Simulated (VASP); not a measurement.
HfO2: single point with PBE

HfO2:

```
Hf O
1.0
     4.88122    0.00000    0.00000
     0.00000    4.88122    0.00000
     0.00000    0.00000    3.23789
Hf O
2 4
Cartesian
  0.0000 0.0000 0.0000
  2.4406 2.4406 1.6189
  0.6186 3.5979 1.6189
  1.8220 1.1573 0.0000
  3.0592 3.7239 0.0000
  4.2626 1.2833 1.6189
```

This cell differs from its parent crystal: atoms displaced along a vibrational mode.

* Program: VASP 6.6.1
* Task: single point
* Functional: PBE
* Potentials or basis: VASP PAW PBE potentials, release 64 (Hf_pv, O)
* Cutoff: 520 eV
* k mesh: 6 × 6 × 8
* Occupations: gaussian, width 0.05 eV
* Spin: no spin polarisation

```
Pressure               : -13.2 GPa
Largest force          : 1.605 eV/Å
Band gap on the k mesh : 3.47 eV
```

Forces in eV/Å, atoms in the order of the input:
```
Hf   0.000  0.000  0.000
Hf   0.000  0.000  0.000
O    0.540  1.512  0.000
O   -0.540  1.512  0.000
O    0.540 -1.512  0.000
O   -0.540 -1.512  0.000
```

Stress tensor (GPa, compression positive):
```
-11.79   0.00   0.00
  0.00 -15.51   0.00
  0.00   0.00 -12.32
```

Levels at points of the mesh, in eV from the valence-band top:
| k point | band 19 | band 20 | band 21 | band 22 | band 23 | band 24 | band 25 | band 26 |
| --- | --- | --- | --- | --- | --- | --- | --- | --- |
| (0.00, 0.00, 0.00) | -0.73 | -0.59 | -0.16 | 0.00 | 3.47 | 3.94 | 4.78 | 4.83 |
| (0.50, 0.00, 0.00) | -1.42 | -1.42 | -0.42 | -0.42 | 4.05 | 4.05 | 5.56 | 5.56 |
| (0.00, 0.50, 0.00) | -1.09 | -1.09 | -0.10 | -0.10 | 4.11 | 4.11 | 5.58 | 5.58 |
| (0.50, 0.50, 0.00) | -1.12 | -1.12 | -0.93 | -0.93 | 3.70 | 3.70 | 5.31 | 5.31 |
| (0.00, 0.00, 0.50) | -1.83 | -1.83 | -0.74 | -0.74 | 5.17 | 5.17 | 5.38 | 5.38 |
| (0.50, 0.00, 0.50) | -0.84 | -0.84 | -0.82 | -0.82 | 3.69 | 3.69 | 5.62 | 5.62 |
| (0.00, 0.50, 0.50) | -1.69 | -1.69 | -0.29 | -0.29 | 4.41 | 4.41 | 5.34 | 5.34 |
| (0.50, 0.50, 0.50) | -0.69 | -0.69 | -0.51 | -0.51 | 4.46 | 4.46 | 5.02 | 5.02 |

Wall time 68 s on 1 thread of Intel(R) Xeon(R) 6975P-C (Granite Rapids), on a shared host, peak memory 0.28 GiB.

Caveat: the cell differs from its parent crystal (atoms displaced along a vibrational mode); the cell stands under tension; spin-orbit coupling is left out, which moves the levels of the heavy elements; forces of over 1 eV/Å act on the atoms, so gaps and moduli don't describe the material at rest. A k mesh can miss the band edges.
